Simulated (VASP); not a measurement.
Ti: single point with r2SCAN

Ti:

```
Ti
1.0
     2.93573    0.00000    0.00000
    -1.46787    2.54242    0.00000
     0.00000    0.00000    4.64086
Ti
2
Direct
  0.33333 0.66667 0.25000
  0.66667 0.33333 0.75000
```

```
Program             : VASP 6.6.1
Task                : single point
Functional          : r2SCAN
Potentials or basis : VASP PAW PBE potentials, release 64 (Ti_sv)
Cutoff              : 520 eV
k mesh              : 9 × 9 × 4
Occupations         : gaussian, width 0.1 eV
Spin                : no spin polarisation
```

```
Pressure               : 0.0 GPa
Band gap on the k mesh : zero (bands 12 and 13 overlap by 1.21 eV)
```

Stress tensor (GPa, compression positive):
```
 0.41  0.00  0.00
 0.00  0.41  0.00
 0.00  0.00 -0.76
```

Levels at points of the mesh, in eV from the Fermi level:
```tsv
k point	band 8	band 9	band 10	band 11	band 12	band 13	band 14	band 15	band 16	band 17
(0.00, 0.00, 0.00)	-33.99	-6.61	-2.86	0.61	0.89	0.89	1.00	1.43	1.43	1.85
(0.00, 0.00, 0.50)	-34.05	-4.66	-4.66	0.09	0.09	0.80	0.80	0.80	0.80	3.07
```

It took 86 s on 1 thread of AMD EPYC 7R13 Processor (Zen 3), on a shared host, peak memory 0.14 GiB.

Caveat: the PAW data sets were made with another functional, which shifts forces and pressure a little.
